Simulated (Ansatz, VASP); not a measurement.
# Ni: VASP beside Ansatz

```xyz
2
Lattice="0.0000 2.5072 2.5072 2.5072 0.0000 2.5072 2.5072 2.5072 0.0000" Properties=species:S:1:pos:R:3 pbc="T T T"
Ni    0.6268    0.6268    0.6268
Ni    4.3876    4.3876    4.3876
```

Alike in both runs: functional r2SCAN; k mesh 11 × 11 × 11; occupations fermi-dirac, width 0.1 eV; no spin polarisation.

Ansatz relaxed the structure, and its values are those at the end. VASP's run is a single point on that final structure, the one shown.

```csv
,VASP,Ansatz
version,VASP 6.6.1,Ansatz 0.2.0
potentials or method,"VASP PAW PBE potentials, release 64 (Ni), cutoff 520 eV","plane waves (500 eV) with PAW, scalar-relativistic"
valence electrons in the cell,20,36
```

|  | VASP | Ansatz | Ansatz less VASP |
| --- | --- | --- | --- |
| pressure (GPa) | 0.0 | 0.0 | -0.03 |

VASP's potentials were made for PBE, not for r2SCAN. VASP's potentials hold 20 valence electrons a cell and Ansatz's 36, so a difference there can come from the potentials and not from the codes.
